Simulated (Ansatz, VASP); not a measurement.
Two plane-wave programs on Nb

```
Nb
1.0
     0.00000    2.16787    2.22075
     2.16787    0.00000    2.22075
     2.16787    2.16787    0.00000
Nb
1
Direct
  0.00000 0.00000 0.00000
```

Change from the starting cell: strain +0.025 along x and y, +0.050 along z, atoms carried along.

Alike in both runs: task single point; functional PBEsol; k mesh 20 × 20 × 20; occupations gaussian, width 0.15 eV; no spin polarisation.

```csv
,VASP,Ansatz
version,VASP 6.6.1,Ansatz 0.2.0
potentials or method,"VASP PAW PBE potentials, release 64 (Nb_sv), cutoff 500 eV","scalar-relativistic, plane waves, PAW"
valence electrons in the cell,13,13
```

```tsv
	VASP	Ansatz	Ansatz less VASP
gap on the k mesh at the Fermi level (eV)	none	none	-
pressure (GPa)	-19.3	-19.0	+0.28
traceless stress, the component that is largest in VASP (GPa)	2.88	2.90	+0.025
```

VASP's potentials were made for PBE, not for PBEsol. A gap of «none» marks a metal or a gap that the smearing closes.
